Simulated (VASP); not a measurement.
The system is SnO2.

```
CELL_PARAMETERS angstrom
0.00000 2.53347 2.53347
2.53347 0.00000 2.53347
2.53347 2.53347 0.00000
ATOMIC_POSITIONS crystal
Sn 0.00000 0.00000 0.00000
O 0.25000 0.25000 0.25000
O 0.75000 0.75000 0.75000
```

Base run:

* Program: VASP 6.6.1
* Functional: PBE
* Potentials or basis: VASP PAW PBE potentials, release 64 (Sn_d, O)
* Cutoff: 600 eV
* k mesh: 6 × 6 × 6
* Occupations: gaussian, width 0.01 eV
* Spin: no spin polarisation

Its results: band gap on the k mesh 0.30 eV, indirect (least direct gap 1.68 eV); pressure 9.8 GPa.

The run is repeated on the same cell with these changes: k mesh from 6 × 6 × 6 to 5 × 5 × 5. What comes out?

Band gap on the k mesh 0.42 eV, indirect (least direct gap 1.68 eV); pressure 9.7 GPa.

Caveats: some runs use coarse meshes; spin-orbit coupling is left out, which moves the levels of the heavy elements.

A k mesh can miss the band edges.
